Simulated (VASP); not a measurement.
Runs of VASP 6.6.1 on ScAl3. The structure is that of space group Pm-3m (No. 221), or close to it. The cells are those of the table. 

```tsv
task	cell	k mesh	cutoff (eV)	gap on the mesh (eV)	pressure (GPa)
single point	a = 3.813 Å, 4 atoms	12 × 12 × 12	520	none	(a)
single point	a = 4.187, b = 4.187, c = 4.069 Å, 4 atoms	12 × 12 × 12	520	none	-2.4
relaxation of cell and atoms	relaxed to 15 GPa from a = 3.923 Å, 4 atoms	12 × 12 × 12	600	none	15.0
single point	a = 4.270, b = 4.270, c = 4.032 Å, 4 atoms	12 × 12 × 12	520	none	-4.3
single point	a = 3.999 Å, 4 atoms	10 × 10 × 10	520	none	8.0
relaxation of cell and atoms	relaxed to 60 GPa from a = 3.713 Å, 4 atoms	12 × 12 × 12	600	none	60.0
relaxation of cell and atoms	relaxed to 8 GPa from a = 3.996 Å, 4 atoms	10 × 10 × 10	600	none	8.0
single point	a = 4.157 Å, 4 atoms	10 × 10 × 10	520	none	-3.0
```

Alike in all rows: level PBE; potentials or basis VASP PAW PBE potentials, release 64 (Sc_sv, Al); no spin polarisation; smearing gaussian 0.1 eV.

**Question.** Fill in the values left out.

**Answer.** (a) 30.1.

Caveats: the cell is relaxed towards a set pressure, so the run minimises the enthalpy, not the energy (at least some runs); the cell stands under pressure (at least some runs); the stress differs along the axes, from -7 to 0 GPa (at least some runs).

A gap of «none» marks levels without a gap at the run's occupations.
